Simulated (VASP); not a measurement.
Here is a VASP 6.6.1 calculation.

Contents of INCAR:

```
SYSTEM = NaLu
ALGO = Normal ; EDIFF = 1E-6
ENCUT = 520 ; GGA = PE
ISIF = 2 ; ISMEAR = 0
LASPH = .True. ; LCHARG = .False.
LREAL = .False. ; LWAVE = .False.
NBANDS = 23 ; NELM = 80
PREC = Accurate ; SIGMA = 0.1
```

Contents of KPOINTS:

```
k-points
0
Gamma
  6 6 6
  0 0 0
```

File POSCAR:

```
NaLu
1.0
    3.9258643133      0.0000000000      0.0000000000
    0.0000000000      3.9258643133      0.0000000000
    0.0000000000      0.0000000000      3.9258643133
Na Lu
1 1
Direct
    0.0000000000      0.0000000000      0.0000000000
    0.5000000000      0.5000000000      0.5000000000
```

Potentials or basis: VASP PAW PBE potentials, release 64 (Na_pv, Lu).

Command:

```bash
$ cat potpaw_PBE.64/Na_pv/POTCAR potpaw_PBE.64/Lu/POTCAR > POTCAR
$ mpirun -np 1 vasp_std > vasp.out
```

(1) Predict the band gap on the k mesh.

(2) Estimate the pressure.

## Answers

(1) zero (bands 16 and 17 overlap by 0.47 eV).

(2) 0.3 GPa.

Caveat: spin-orbit coupling is left out, which moves the levels of the heavy elements.
